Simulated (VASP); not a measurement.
A run of VASP 6.6.1:

The input INCAR:

```
SYSTEM = Te
PREC = Accurate ; ENCUT = 520
EDIFF = 1E-7 ; ISMEAR = 0
SIGMA = 0.1 ; LREAL = .FALSE.
LASPH = .TRUE. ; NELM = 80
ALGO = Fast ; ISIF = 2
LWAVE = .FALSE. ; LCHARG = .TRUE.
LELF = .TRUE. ; LVHAR = .TRUE.
NBANDS = 16
```

Contents of KPOINTS:

```
Automatic mesh
0
G
  12 12 8
  0 0 0
```

File POSCAR:

```
Te
1.0
    4.3186088774      0.0000000000      0.0000000000
   -2.1593044387      3.7400249969      0.0000000000
    0.0000000000      0.0000000000      5.9657427861
Te
3
Direct
    0.2847388753      0.0000000000      0.3333333333
    0.0000000000      0.2847388753      0.6666666667
    0.7152611247      0.7152611247      0.0000000000
```

Potentials or basis: VASP PAW LDA potentials, release 64 (Te).

The run is started by

```sh
$ cat potpaw_LDA.64/Te/POTCAR > POTCAR
$ mpirun -np 1 vasp_std > vasp.out
```

Hardware: 1 thread of Oxide Virtual Turin-like Processor, with other jobs on the host.

**Question.** How long does it take, and how much memory?

**Answer.** Run time: 4.7 min on 1 thread of Oxide Virtual Turin-like Processor, on a shared host, peak memory 0.25 GiB. Counts: scf iterations 14, k points 131.
